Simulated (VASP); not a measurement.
Input of a VASP 6.6.1 run:

The input POSCAR:

```
Sb
1.0
    3.3986760653      0.0000000000      0.0000000000
   -1.6993380327      2.9433398118      0.0000000000
    0.0000000000      0.0000000000      5.5421447030
Sb
2
Direct
    0.6666666667      0.3333333333      0.7500000000
    0.3333333333      0.6666666667      0.2500000000
```

File INCAR.step1:

```
SYSTEM = Sb
ALGO = Normal
EDIFF = 1E-5
ENCUT = 520
GGA = PE
ISIF = 2
ISMEAR = -1
LASPH = .TRUE.
LCHARG = .FALSE.
LREAL = .FALSE.
LWAVE = .TRUE.
NBANDS = 12
NELM = 80
PREC = Accurate
SIGMA = 0.05
```

INCAR.step2

```
SYSTEM = Sb
ALGO = Normal
EDIFF = 1E-6
ENCUT = 520
GGA = PE
HFSCREEN = 0.2079
ISIF = 2
ISMEAR = -1
ISTART = 1
LASPH = .TRUE.
LCHARG = .FALSE.
LHFCALC = .TRUE.
LREAL = .FALSE.
LWAVE = .FALSE.
NBANDS = 12
NELM = 80
PREC = Accurate
PRECFOCK = Normal
SIGMA = 0.05
```

File KPOINTS:

```
k-points
0
G
  6 6 4
  0 0 0
```

Potentials or basis: VASP PAW PBE potentials, release 64 (Sb).

Command:

```sh
$ cat potpaw_PBE.64/Sb/POTCAR > POTCAR
$ cp INCAR.step1 INCAR
$ mpirun -np 1 vasp_std > vasp.out
$ cp INCAR.step2 INCAR
$ mpirun -np 1 vasp_std > vasp.out
```

(1) Predict the pressure.

(2) What does it give for the band gap on the k mesh?

Answers

(1) -3.8 GPa.

(2) zero (bands 5 and 6 overlap by 8.32 eV).

Caveat: the stress differs along the axes, from -6 to -0 GPa; the PAW data sets were made with another functional, which shifts forces and pressure a little; spin-orbit coupling is left out, which moves the levels of the heavy elements.
